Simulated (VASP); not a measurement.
# Mo (P6/mmm) in VASP: a series of runs

Mo is run at these levels: PBEsol; tasks: single point.

Everything below comes from runs of VASP 6.6.1. Logs are shortened: lines on timing, memory, paths and dates and some standing lists are left out, and cuts for length are marked.

## Step 1: The cell of the first run

It takes space group P6/mmm (No. 191, hexagonal). Conventional cell: a = 2.777 Å, b = 2.777 Å, c = 2.517 Å, α = 90.00°, β = 90.00°, γ = 120.00°. Mo (site symmetry 6/mmm) has 8 Mo at 2.52 to 2.78 Å within 3.3 Å.

## Step 2: Single point, PBEsol (strain +0.015 along x and y, -0.015 along z)

Contents of INCAR:

```
ALGO = Normal ; EDIFF = 1E-6
ENCUT = 520 ; GGA = PS
ISIF = 2 ; ISMEAR = 0
LASPH = T ; LCHARG = T
LELF = T ; LREAL = F
LVHAR = T ; LWAVE = F
NBANDS = 13 ; NELM = 100
PREC = Accurate ; SIGMA = 0.15
```

Contents of KPOINTS:

```
k-points
0
Gamma
  18 18 18
```

Contents of POSCAR:

```
Mo
1.0
    2.7765430532      0.0000000000      0.0000000000
   -1.3882715266      2.4045568187      0.0000000000
    0.0000000000      0.0000000000      2.5168529895
Mo
1
Direct
    0.0000000000      0.0000000000      0.5000000000
```

Potentials or basis: VASP PAW PBE potentials, release 64 (Mo_sv).

Command:

```sh
cat potpaw_PBE.64/Mo_sv/POTCAR > POTCAR
mpirun -np 1 vasp_std > vasp.out
```

OUTCAR:

```text
EDIFF = 1E-6
   ENCUT = 520
   GGA = PS
   ISIF = 2
   ISMEAR = 0
   LASPH = T
   LREAL = F
   NELM = 100
   PREC = Accurate

 ion  position               nearest neighbor table
   1  0.000  0.000  0.500-

  LATTYP: Found a hexagonal cell.
 ALAT       =     2.7765430532
 C/A-ratio  =     0.9064700029

  Lattice vectors:

 A1 = (   2.7765430532,   0.0000000000,   0.0000000000)
 A2 = (  -1.3882715266,   2.4045568187,   0.0000000000)
 A3 = (   0.0000000000,   0.0000000000,   2.5168529895)

Analysis of symmetry for initial positions (statically):
=====================================================================
 Subroutine PRICEL returns:
 Original cell was already a primitive cell.

 Routine SETGRP: Setting up the symmetry group for a
 hexagonal supercell.

 Subroutine GETGRP returns: Found 24 space group operations
 (whereof 24 operations were pure point group operations)
 out of a pool of 24 trial point group operations.

The static configuration has the point symmetry D_6h.

Analysis of symmetry for dynamics (positions and initial velocities):
=====================================================================
 Subroutine PRICEL returns:
 Original cell was already a primitive cell.

 Routine SETGRP: Setting up the symmetry group for a
 hexagonal supercell.

 Subroutine GETGRP returns: Found 24 space group operations
 (whereof 24 operations were pure point group operations)
 out of a pool of 24 trial point group operations.

The dynamic configuration has the point symmetry D_6h.

 Subroutine INISYM returns: Found 24 space group operations
 (whereof 24 operations are pure point group operations),
 and found     1 'primitive' translations

----------------------------------------------------------------------------------------

                                     Primitive cell

  volume of cell :      16.8034

  direct lattice vectors                    reciprocal lattice vectors
     2.776543053  0.000000000  0.000000000     0.360160091  0.207938526  0.000000000
    -1.388271527  2.404556819  0.000000000     0.000000000  0.415877052  0.000000000
     0.000000000  0.000000000  2.516852989     0.000000000  0.000000000  0.397321577

  length of vectors
     2.776543053  2.776543053  2.516852989     0.415877052  0.415877052  0.397321577

  position of ions in fractional coordinates (direct lattice)
     0.000000000  0.000000000  0.500000000

  ion indices of the primitive-cell ions
   primitive index   ion index
                 1           1

----------------------------------------------------------------------------------------

 KPOINTS: k-points

Automatic generation of k-mesh.
 Grid dimensions read from file:
 generate k-points for:   18   18   18

 Generating k-lattice:

  Cartesian coordinates                     Fractional coordinates (reciprocal lattice)
     0.020008894  0.011552140  0.000000000     0.055555556  0.000000000  0.000000000
     0.000000000  0.023104281  0.000000000     0.000000000  0.055555556  0.000000000
     0.000000000  0.000000000  0.022073421     0.000000000  0.000000000  0.055555556

  Length of vectors
     0.023104281  0.023104281  0.022073421

  Shift w.r.t. Gamma in fractional coordinates (k-lattice)
     0.000000000  0.000000000  0.000000000

 Subroutine IBZKPT returns following result:
 ===========================================

 Found    370 irreducible k-points:

 Following reciprocal coordinates:
            Coordinates               Weight
  0.000000  0.000000  0.000000      1.000000
  0.055556 -0.000000  0.000000      6.000000
  0.111111 -0.000000  0.000000      6.000000
  0.166667  0.000000  0.000000      6.000000
  0.222222  0.000000  0.000000      6.000000
  0.277778  0.000000  0.000000      6.000000
[... 16 lines left out ...]
  0.333333  0.111111  0.000000     12.000000
  0.388889  0.111111  0.000000     12.000000
 [... further k-points ...]
   k-points           NKPTS =    370   k-points in BZ     NKDIM =    370   number of bands    NBANDS=     13
   number of dos      NEDOS =    301   number of ions     NIONS =      1
   total plane-waves  NPLWV =  11520
   dimension x,y,z NGX =    24 NGY =   24 NGZ =   20
   dimension x,y,z NGXF=    48 NGYF=   48 NGZF=   40
   ions per type =               1
   NGX,Y,Z   is equivalent  to a cutoff of  14.37, 14.37, 13.21 a.u.
   NGXF,Y,Z  is equivalent  to a cutoff of  28.74, 28.74, 26.42 a.u.
 SYSTEM =  unknown system
   PREC   = accura    normal or accurate (medium, high low for compatibility)
   ISTART =      0    job   : 0-new  1-cont  2-samecut
   ICHARG =      2    charge: 1-file 2-atom 10-const
   ISPIN  =      1    spin polarized calculation?
   LNONCOLLINEAR =      F non collinear calculations
   LSORBIT =      F    spin-orbit coupling
   LASPH  =      T    aspherical Exc in radial PAW
   ENCUT  =  520.0 eV  38.22 Ry    6.18 a.u.   5.16  5.16  4.68*2*pi/ulx,y,z
   NELM   =    100;   NELMIN=  2; NELMDL= -5     # of ELM steps
   EDIFF  = 0.1E-05   stopping-criterion for ELM
   LREAL  =      F    real-space projection
   EDIFFG = 0.1E-04   stopping-criterion for IOM
   NSW    =      0    number of steps for IOM
   IBRION =     -1    ionic relax: 0-MD 1-quasi-New 2-CG
   NFREE  =      0    steps in history (QN), initial steepest desc. (CG)
   ISIF   =      2    stress and relaxation
   ISYM   =      2    0-nonsym 1-usesym 2-fastsym
   POTIM  = 0.5000    time-step for ionic-motion
   TEBEG  =    0.0;   TEEND  =   0.0 temperature during run
   PSTRESS=    0.0 pullay stress
   NELECT =      14.0000    total number of electrons
   NUPDOWN=      -1.0000    fix difference up-down
   EMIN   =  10.00;   EMAX   =-10.00  energy-range for DOS
   EFERMI =   0.00;   METHOD = LEGACY
   ISMEAR =     0;   SIGMA  =   0.15  broadening in eV -4-tet -1-fermi 0-gaus
   EFERMI_NEDOS =   21; number of points for ismear=-14 and -15
   IALGO  =     38    algorithm
   IMIX   =      4    mixing-type and parameters
     AMIX     =   0.40;   BMIX     =  1.00
     AMIX_MAG =   1.60;   BMIX_MAG =  1.00
  volume/ion in A,a.u.               =      16.80       113.39
  Fermi-wavevector in a.u.,A,eV,Ry     =   1.540465  2.911056 32.287052  2.373031
  Thomas-Fermi vector in A             =   2.646548
   LORBIT       =      0    0 simple, 1 ext, 2 COOP (PROOUT), +10 PAW based schemes
   GGA     = PS    functional components
   LHFCALC =     F    Hartree Fock is set to
   AEXX    =    0.0000 exact exchange contribution
   IVDW    =     0    specifies the selected vdW correction
   LEPSILON=     F    determine dielectric tensor
   LRPA    =     F    only Hartree local field effects (RPA)
 non-spin polarized calculation
 Gauss-broadening in eV      SIGMA  =   0.15
  energy-cutoff  :      520.00
  volume of cell :       16.80
 maximum number of plane-waves:       466
 NGX is ok and might be reduce to    24
   NGX = 11   NGY = 11   NGZ =  9

 number of electron      14.0000001 magnetization

 Free energy of the ion-electron system (eV)
  ---------------------------------------------------
  ext. energy  EPLUGINS =         0.00000000
  ---------------------------------------------------
  free energy    TOTEN  =       -10.86728970 eV

  energy without entropy =      -10.85561832  energy(sigma->0) =      -10.86145401

 E-fermi :  11.1297     XC(G=0): -13.0362

 val. band max:       11.1280511375   @ k =   0.4444   0.0556   0.0556
 cond. band min:      11.1310220138   @ k =   0.1111   0.1111   0.5000
 fundamental gap:      0.0029708763
 Fermi energy:        11.1297005566

 k-point     1 :       0.0000    0.0000    0.0000
  band No.  band energies     occupation
      1     -49.7491      2.00000
      2     -23.1362      2.00000
      3     -23.1362      2.00000
      4     -22.8785      2.00000
      5       4.4362      2.00000
      6       6.9061      2.00000
      7      10.2753      2.00000
      8      10.2753      2.00000
      9      15.3564      0.00000
     10      15.3564      0.00000
     11      23.9676      0.00000
     12      27.6020      0.00000
     13      31.1716      0.00000

 k-point     2 :       0.0556   -0.0000    0.0000
  band No.  band energies     occupation
      1     -49.7434      2.00000
      2     -23.1753      2.00000
      3     -23.1450      2.00000
      4     -22.8747      2.00000
      5       4.5537      2.00000
      6       6.9519      2.00000
      7      10.1589      2.00000
      8      10.3814      2.00000
      9      15.2416      0.00000
     10      15.3372      0.00000
     11      24.2338      0.00000
     12      27.8287      0.00000
     13      30.5607      0.00000

 k-point     3 :       0.1111   -0.0000    0.0000
  band No.  band energies     occupation
      1     -49.7270      2.00000
      2     -23.2869      2.00000
      3     -23.1701      2.00000
      4     -22.8635      2.00000
      5       4.8888      2.00000
      6       7.0855      2.00000
      7       9.8588      2.00000
      8      10.6954      1.99996
      9      14.9281      0.00000
     10      15.2823      0.00000
     11      24.9538      0.00000
     12      28.4700      0.00000
     13      29.2863      0.00000
[... 305 lines left out ...]
 k-point    23 :       0.3333    0.1111    0.0000
  band No.  band energies     occupation
      1     -49.5737      2.00000
      2     -24.1925      2.00000
      3     -23.4729      2.00000
      4     -22.7590      2.00000
      5       6.9723      2.00000
      6       7.7923      2.00000
      7      10.4372      2.00000
      8      12.8865      0.00000
      9      14.6008      0.00000
     10      15.1299      0.00000
     11      21.6977      0.00000
     12      24.0894      0.00000
     13      29.2542      0.00000

 k-point    24 :       0.3889    0.1111    0.0000
  band No.  band energies     occupation
      1     -49.5578      2.00000
      2     -24.2796      2.00000
      3     -23.5041      2.00000
      4     -22.7483      2.00000
      5       6.8659      2.00000
      6       7.9209      2.00000
      7      11.0957      1.25140
      8      12.7210      0.00000
      9      14.5327      0.00000
     10      15.8382      0.00000
     11      20.8401      0.00000
     12      23.4167      0.00000
     13      28.8137      0.00000

 [... further k-points ...]

------------------------ aborting loop because EDIFF is reached ----------------------------------------

  FORCE on cell =-STRESS in cart. coord.  units (eV):
  Direction    XX          YY          ZZ          XY          YZ          ZX
  --------------------------------------------------------------------------------------
  -------------------------------------------------------------------------------------
  Total       -0.7154842     -0.7154842     -0.5541420      0.0000000      0.0000000      0.0000000
  in kB      -68.2202566    -68.2202566    -52.8365400      0.0000000      0.0000000      0.0000000
  external PRESSURE =     -63.0923511 kB  Pullay stress =       0.0000000 kB

 VOLUME and BASIS-vectors are now :
 -----------------------------------------------------------------------------
  energy-cutoff  :      520.00
  volume of cell :       16.80
      direct lattice vectors                 reciprocal lattice vectors
     2.776543053  0.000000000  0.000000000     0.360160091  0.207938526  0.000000000
    -1.388271527  2.404556819  0.000000000     0.000000000  0.415877052  0.000000000
     0.000000000  0.000000000  2.516852989     0.000000000  0.000000000  0.397321577

 POSITION                                       TOTAL-FORCE (eV/Angst)
 -----------------------------------------------------------------------------------
      0.00000      0.00000      1.25843        -0.000000      0.000000      0.000000
 -----------------------------------------------------------------------------------
    total drift:                                0.000000      0.000000      0.000000

  FREE ENERGIE OF THE ION-ELECTRON SYSTEM (eV)
  ---------------------------------------------------
  free  energy   TOTEN  =       -10.8672897044 eV

  energy  without entropy=      -10.8556183191  energy(sigma->0) =      -10.86145401
```

Wall time 35 s (1 thread of AMD EPYC 9R45 (Zen 5), shared host); peak memory 0.16 GiB.

Results:

| Quantity | Value |
| --- | --- |
| Free energy | -10.8673 eV |
| Pressure | -6.3 GPa |
| Band gap on the k mesh | zero (band 7 reaches 12.06 eV, above the bottom of band 8 at 10.28 eV) |

Caveat: the cell differs from its parent crystal (strain +0.015 along x and y, -0.015 along z); the PAW data sets were made with another functional, which shifts forces and pressure a little.

## Step 3: Single point, PBEsol (strain +0.000 along x and y, +0.030 along z)

Contents of INCAR:

```
  PREC = Accurate
  ENCUT = 520
  EDIFF = 1E-6
  ISMEAR = 0
  SIGMA = 0.15
  LREAL = F
  LASPH = T
  NELM = 100
  ALGO = Fast
  ISIF = 2
  LWAVE = F
  LCHARG = T
  GGA = PS
  LELF = T
  LVHAR = T
  NBANDS = 13
```

Contents of KPOINTS:

```
Automatic mesh
0
Gamma
  18 18 18
```

Contents of POSCAR:

```
Mo
1.0
    2.7355103972      0.0000000000      0.0000000000
   -1.3677551986      2.3690214963      0.0000000000
    0.0000000000      0.0000000000      2.6318361210
Mo
1
Direct
    0.0000000000      0.0000000000      0.5000000000
```

Potentials or basis: VASP PAW PBE potentials, release 64 (Mo_sv).

Command:

```sh
cat potpaw_PBE.64/Mo_sv/POTCAR > POTCAR
mpirun -np 1 vasp_std > vasp.out
```

OUTCAR:

```text
PREC = Accurate
   ENCUT = 520
   EDIFF = 1E-6
   ISMEAR = 0
   LREAL = F
   LASPH = T
   NELM = 100
   ISIF = 2
   GGA = PS

 ion  position               nearest neighbor table
   1  0.000  0.000  0.500-

  LATTYP: Found a hexagonal cell.
 ALAT       =     2.7355103972
 C/A-ratio  =     0.9621005731

  Lattice vectors:

 A1 = (   2.7355103972,   0.0000000000,   0.0000000000)
 A2 = (  -1.3677551986,   2.3690214963,   0.0000000000)
 A3 = (   0.0000000000,   0.0000000000,   2.6318361210)

Analysis of symmetry for initial positions (statically):
=====================================================================
 Subroutine PRICEL returns:
 Original cell was already a primitive cell.

 Routine SETGRP: Setting up the symmetry group for a
 hexagonal supercell.

 Subroutine GETGRP returns: Found 24 space group operations
 (whereof 24 operations were pure point group operations)
 out of a pool of 24 trial point group operations.

The static configuration has the point symmetry D_6h.

Analysis of symmetry for dynamics (positions and initial velocities):
=====================================================================
[... 161 lines left out ...]
 fundamental gap:      0.0450758717
 Fermi energy:        11.0731019211

 k-point     1 :       0.0000    0.0000    0.0000
  band No.  band energies     occupation
      1     -49.9350      2.00000
      2     -23.3718      2.00000
      3     -23.2419      2.00000
      4     -23.2419      2.00000
      5       4.2672      2.00000
      6       6.8826      2.00000
      7      10.1816      2.00000
      8      10.1816      2.00000
      9      14.8617      0.00000
     10      14.8617      0.00000
     11      24.1804      0.00000
     12      25.7328      0.00000
     13      31.5883      0.00000
[... 354 lines left out ...]
  band No.  band energies     occupation
      1     -49.7102      2.00000
      2     -24.5298      2.00000
      3     -23.6563      2.00000
      4     -23.2101      2.00000
      5       6.6974      2.00000
      6       8.1249      2.00000
      7      11.1496      0.47105
      8      11.7547      0.00000
      9      13.8872      0.00000
     10      15.9353      0.00000
     11      21.0226      0.00000
     12      23.5771      0.00000
     13      27.9666      0.00000

 [... further k-points ...]
[... 5 lines left out ...]
  --------------------------------------------------------------------------------------
  -------------------------------------------------------------------------------------
  Total       -0.3885958     -0.3885958     -2.0302538      0.0000000     -0.0000000      0.0000000
  in kB      -36.5041651    -36.5041651   -190.7193210      0.0000000     -0.0000000      0.0000000
  external PRESSURE =     -87.9092171 kB  Pullay stress =       0.0000000 kB

 VOLUME and BASIS-vectors are now :
 -----------------------------------------------------------------------------
  energy-cutoff  :      520.00
  volume of cell :       17.06
      direct lattice vectors                 reciprocal lattice vectors
     2.735510397  0.000000000  0.000000000     0.365562493  0.211057604  0.000000000
    -1.367755199  2.369021496  0.000000000     0.000000000  0.422115207  0.000000000
     0.000000000  0.000000000  2.631836121     0.000000000  0.000000000  0.379962868

 POSITION                                       TOTAL-FORCE (eV/Angst)
 -----------------------------------------------------------------------------------
      0.00000      0.00000      1.31592         0.000000      0.000000      0.000000
 -----------------------------------------------------------------------------------
    total drift:                               -0.000000     -0.000000      0.000000

  FREE ENERGIE OF THE ION-ELECTRON SYSTEM (eV)
  ---------------------------------------------------
  free  energy   TOTEN  =       -10.8269546237 eV

  energy  without entropy=      -10.8180795653  energy(sigma->0) =      -10.82251709
```

Run time: 31 s. Hardware: 1 thread of AMD EPYC 9R45 (Zen 5), shared host; peak memory 0.15 GiB.

What came out:

- Free energy: -10.8270 eV
- Pressure: -8.8 GPa
- Band gap on the k mesh: zero (band 7 reaches 11.77 eV, above the bottom of band 8 at 10.18 eV)

Levels at points of the mesh, in eV from the Fermi level:
```csv
k point,band 4,band 5,band 6,band 7,band 8,band 9,band 10,band 11
"(0.00, 0.00, 0.00)",-34.32,-6.81,-4.19,-0.89,-0.89,3.79,3.79,13.11
"(0.50, 0.00, 0.00)",-34.28,-4.89,-2.93,0.51,1.03,3.09,4.40,10.00
"(0.00, 0.00, 0.50)",-34.20,-3.95,-0.31,-0.22,-0.22,1.01,1.01,8.95
"(0.50, 0.00, 0.50)",-34.50,-5.15,-3.57,-0.25,4.67,5.56,6.07,6.90
```

Caveat: the cell differs from its parent crystal (strain +0.000 along x and y, +0.030 along z); the PAW data sets were made with another functional, which shifts forces and pressure a little.

## Step 4: Single point, PBEsol (strain +0.030 along x and y, -0.030 along z)

Contents of INCAR:

```
SYSTEM = Mo
PREC = Accurate ; ENCUT = 520
EDIFF = 1E-7 ; ISMEAR = 0
SIGMA = 0.15 ; LREAL = .FALSE.
LASPH = .TRUE. ; NELM = 100
ALGO = Normal ; ISIF = 2
LWAVE = .FALSE. ; LCHARG = .FALSE.
GGA = PS ; NBANDS = 13
```

Contents of KPOINTS:

```
regular mesh
0
G
  18 18 18
  0 0 0
```

Contents of POSCAR:

```
Mo
1.0
    2.8175757091      0.0000000000      0.0000000000
   -1.4087878546      2.4400921412      0.0000000000
    0.0000000000      0.0000000000      2.4785252790
Mo
1
Direct
    0.0000000000      0.0000000000      0.5000000000
```

Command:

```sh
cat potpaw_PBE.64/Mo_sv/POTCAR > POTCAR
mpirun -np 1 vasp_std > vasp.out
```

Wall time 35 s (1 thread of AMD EPYC 9R45 (Zen 5), shared host); peak memory 0.16 GiB.

The run converged. Its results:

```yaml
Free_energy: -10.8457 eV
Pressure: -8.5 GPa
Band_gap_on_the_k_mesh: zero (band 7 reaches 11.68 eV, above the bottom of band 8 at 10.02 eV)
```

Stress tensor (GPa, compression positive):
```
-11.24   0.00   0.00
  0.00 -11.24   0.00
  0.00   0.00  -3.08
```

Levels at points of the mesh, in eV from the Fermi level:
```csv
k point,band 3,band 4,band 5,band 6,band 7,band 8,band 9,band 10,band 11,band 12
"(0.00, 0.00, 0.00)",-34.30,-33.83,-6.59,-4.17,-0.84,-0.84,4.34,4.34,12.64,17.22
"(0.50, 0.00, 0.00)",-34.55,-33.73,-4.59,-3.29,0.81,1.87,3.81,3.94,9.28,12.67
"(0.00, 0.00, 0.50)",-34.08,-34.08,-3.15,0.20,0.20,0.26,0.26,0.59,11.19,16.32
"(0.50, 0.00, 0.50)",-35.06,-34.32,-5.12,-2.73,-0.85,4.42,6.28,6.69,7.12,16.39
```

Caveat: the cell differs from its parent crystal (strain +0.030 along x and y, -0.030 along z); the PAW data sets were made with another functional, which shifts forces and pressure a little.

(Continued in part 2 of 2.)
